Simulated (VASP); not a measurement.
The system is Nd2Y2Cl.

```xyz
5
Lattice="4.1646 0.0000 0.0000 -2.0823 3.6067 0.0000 0.0000 0.0000 7.1737" Properties=species:S:1:pos:R:3 pbc="T T T"
Nd    0.0000    2.4044    5.2698
Nd    2.0823    1.2022    1.9039
Y     0.0000    2.4044    2.7066
Y     2.0823    1.2022    4.4671
Cl    0.0000    0.0000    0.0000
```

The cell was generated, and may not be a known phase.

| Quantity | Value |
| --- | --- |
| Program | VASP 6.6.1 |
| Task | relaxation of cell and atoms |
| Functional | PBE |
| Potentials or basis | VASP PAW PBE potentials, release 64 (Nd_3, Y_sv, Cl), 4f in core |
| Cutoff | 500 eV |
| k mesh | 5 × 5 × 3 |
| Occupations | gaussian, width 0.2 eV |
| Spin | no spin polarisation |

At the start: pressure 34.7 GPa; volume 21.55 Å³/atom.

Task: How do energy, volume and symmetry change on relaxing?

Result: Over 29 steps the energy falls by 2372.1 meV/atom and the volume is 30.68 Å³/atom (+42.4 %); space group P-3m1 (No. 164, to 0.1 Å) before and after.

Step by step:
| step | energy change (eV) | largest force (eV/Å) | pressure (GPa) | volume (Å³) |
| --- | --- | --- | --- | --- |
| 1 | 0.0000 | 6.7798 | 34.74 | 107.75 |
| 2 | -6.7527 | 2.0161 | -1.93 | 198.18 |
| 3 | -6.7300 | 2.0047 | -1.14 | 186.04 |
| 4 | -6.7531 | 1.9809 | -1.58 | 192.40 |
| 5 | -7.6639 | 1.8632 | -1.54 | 187.65 |
| 6 | -9.7407 | 0.8396 | -1.56 | 173.05 |
| 7 | -9.7867 | 1.5922 | -1.60 | 165.82 |
| 8 | -9.8629 | 1.0156 | -1.69 | 169.15 |
| 9 | -10.2188 | 1.3414 | 1.22 | 152.16 |
| 10 | -10.2479 | 1.5069 | 2.98 | 146.23 |
| 11 | -10.5136 | 1.6411 | 3.45 | 145.26 |
| 12 | -11.1383 | 1.1189 | 6.01 | 140.96 |
| 13 | -8.9089 | 3.0722 | 17.90 | 126.93 |
| 14 | -11.1622 | 1.2991 | 7.52 | 138.93 |
| 15 | -11.4167 | 1.0604 | 4.24 | 145.64 |
| 16 | -11.4541 | 0.9578 | 1.69 | 151.85 |
| 17 | -11.4608 | 0.9744 | 2.34 | 150.19 |
| 18 | -11.5383 | 0.8498 | 1.64 | 151.89 |
| 19 | -11.6422 | 0.5406 | -0.08 | 156.83 |
| 20 | -11.6433 | 0.5127 | -0.24 | 157.34 |
| 21 | -11.6611 | 0.4887 | -0.21 | 156.98 |
| 22 | -11.7099 | 0.4247 | -0.07 | 155.89 |
| 23 | -11.7862 | 0.2718 | 0.34 | 153.70 |
| 24 | -11.7855 | 0.6485 | 1.63 | 149.26 |
| 25 | -11.8193 | 0.3455 | 0.83 | 151.78 |
| 26 | -11.8447 | 0.2695 | 0.02 | 154.08 |
| 27 | -11.8492 | 0.2254 | -0.47 | 155.56 |
| 28 | -11.8572 | 0.1519 | -0.26 | 154.55 |
| 29 | -11.8606 | 0.0624 | 0.00 | 153.40 |

Final structure:
```cif
data_structure
_symmetry_space_group_name_H-M 'P 1'
_symmetry_Int_Tables_number 1
_cell_length_a 3.7637
_cell_length_b 3.7637
_cell_length_c 12.5042
_cell_angle_alpha 90.000
_cell_angle_beta 90.000
_cell_angle_gamma 120.000
_cell_volume 153.40
loop_
_atom_site_label
_atom_site_type_symbol
_atom_site_fract_x
_atom_site_fract_y
_atom_site_fract_z
_atom_site_occupancy
Nd1 Nd 0.33333 0.66667 0.83011 1
Nd2 Nd 0.66667 0.33333 0.16989 1
Y1 Y 0.33333 0.66667 0.39023 1
Y2 Y 0.66667 0.33333 0.60977 1
Cl1 Cl 0.00000 0.00000 0.00000 1
```

Caveat: the volume moved by over 15 % at a fixed basis, so the end points are rough; the run has no spin polarisation, though such a crystal can be magnetic; the relaxation stopped at a loose force limit of 0.08 eV/Å, so its end isn't a converged minimum.
